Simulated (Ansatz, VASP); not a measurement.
## WS2: VASP beside Ansatz

```
W S
1.0
     1.56280    0.90228    5.74967
    -1.56280    0.90228    5.74967
     0.00000   -1.80457    5.74967
W S
1 2
Direct
  0.99934 0.99934 0.99934
  0.75278 0.75278 0.75278
  0.57917 0.57917 0.57917
```

Alike in both runs: task single point; functional PBE; dispersion D3(BJ); k mesh 12 × 12 × 12; occupations gaussian, width 0.05 eV; no spin polarisation.

|  | VASP | Ansatz |
| --- | --- | --- |
| version | VASP 6.6.1 | Ansatz 0.2.0 |
| potentials or method | VASP PAW PBE potentials, release 64 (W_sv, S), cutoff 520 eV | scalar-relativistic, plane waves, PAW |
| valence electrons in the cell | 26 | 26 |

|  | VASP | Ansatz | Ansatz less VASP |
| --- | --- | --- | --- |
| gap on the k mesh at the Fermi level (eV) | 0.60 | 0.57 | -0.028 |
| least direct gap on the mesh (eV) | 1.81 | 1.81 | -0.004 |
| pressure (GPa) | 14.2 | 14.3 | +0.07 |
| traceless stress, the component that is largest in VASP (GPa) | 6.14 | 6.14 | -0.001 |
| rms of the force components (eV/Å) | 0.871 | 0.872 | +0.0010 |

Atom by atom the forces differ by 0.001 eV/Å (rms over components).

Spin-orbit coupling is off throughout.
